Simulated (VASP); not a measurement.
Input of a VASP 6.6.1 run:

INCAR

```
PREC = Accurate
ENCUT = 520
EDIFF = 1E-6
ISMEAR = 0
SIGMA = 0.15
LREAL = False
LASPH = True
NELM = 80
ALGO = Normal
ISIF = 2
LWAVE = False
LCHARG = False
GGA = PS
NBANDS = 15
```

The input KPOINTS:

```
Automatic mesh
0
Gamma
  13 13 13
```

File POSCAR:

```
TiC
1.0
    0.0000000000      2.1465179167      2.1465179167
    2.1465179167      0.0000000000      2.1465179167
    2.1465179167      2.1465179167      0.0000000000
Ti C
1 1
Direct
    0.0000000000      0.0000000000      0.0000000000
    0.5000000000      0.5000000000      0.5000000000
```

Potentials or basis: VASP PAW PBE potentials, release 64 (Ti_sv, C).

Run with:

```console
$ cat potpaw_PBE.64/Ti_sv/POTCAR potpaw_PBE.64/C/POTCAR > POTCAR
$ mpirun -np 1 vasp_std > vasp.out
```

(1) Estimate the pressure.

(2) What does it give for the band gap on the k mesh?

## Answers

(1) 0.3 GPa.

(2) zero (band 8 reaches 10.29 eV, above the bottom of band 9 at 9.22 eV).

Caveat: the PAW data sets were made with another functional, which shifts forces and pressure a little.
